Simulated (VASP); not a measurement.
Wanted: the native input for a VASP 6.6.1 run.

```yaml
Task: relaxation of cell and atoms
Functional: PBE
Potentials_or_basis: VASP PAW PBE potentials, release 64 (B, As)
Cutoff: 500 eV
k_mesh: 6 × 6 × 6
Occupations: gaussian, width 0.1 eV
Spin: no spin polarisation
Dipole_correction: no
Further_INCAR_settings: ALGO = Normal; EDIFF = 1e-07; IBRION = 2; EDIFFG = -0.01; NSW = 100; ISIF = 3
```

The structure of B3As4 lies in POSCAR:

```
B3As4
1.0
   -3.8004180818      3.8004180818      3.8004180818
    3.8004180818     -3.8004180818      3.8004180818
    3.8004180818      3.8004180818     -3.8004180818
B As
6 8
Direct
    0.1250000000      0.8750000000      0.2500000000
    0.2500000000      0.1250000000      0.8750000000
    0.8750000000      0.2500000000      0.1250000000
    0.7500000000      0.3750000000      0.6250000000
    0.6250000000      0.7500000000      0.3750000000
    0.3750000000      0.6250000000      0.7500000000
    0.5000000000      0.0000000000      0.4410363550
    0.0589636450      0.0589636450      0.0589636450
    0.0000000000      0.4410363550      0.5000000000
    0.5000000000      0.0000000000      0.9410363550
    0.5589636450      0.5589636450      0.5589636450
    0.0000000000      0.9410363550      0.5000000000
    0.9410363550      0.5000000000      0.0000000000
    0.4410363550      0.5000000000      0.0000000000
```

These files were run (other wordings do the same):

INCAR

```
SYSTEM = B3As4
  PREC = Accurate
  ENCUT = 500
  EDIFF = 1E-7
  ISMEAR = 0
  SIGMA = 0.1
  LREAL = .False.
  LASPH = .True.
  NELM = 120
  ALGO = Normal
  ISIF = 3
  LWAVE = .False.
  LCHARG = .False.
  GGA = PE
  IBRION = 2
  NSW = 100
  EDIFFG = -0.01
  GGA_COMPAT = .False.
  NELMIN = 4
```

KPOINTS

```
regular mesh
0
Gamma
  6 6 6
  0 0 0
```

Potentials or basis: VASP PAW PBE potentials, release 64 (B, As).

Command:

```sh
$ cat potpaw_PBE.64/B/POTCAR potpaw_PBE.64/As/POTCAR > POTCAR
$ mpirun -np 1 vasp_std > vasp.out
```

Results of the run:

```json
{"Relaxed volume": "15.60 Å³/atom", "Relaxed cell": "a = 6.571 Å, b = 6.571 Å, c = 6.571 Å, α = 109.47°, β = 109.47°, γ = 109.47°", "Space group after relaxing (to 0.1 Å)": "I-43d (No. 220)", "Energy gained by relaxing": "0.1 meV/atom", "Ionic steps": "3", "Pressure after relaxing": "0.0 GPa", "Band gap on the k mesh": "zero (bands 29 and 30 overlap by 2.36 eV)"}
```

Wall time 6.2 min on 1 thread of Oxide Virtual Turin-like Processor (shared host), peak memory 0.35 GiB.
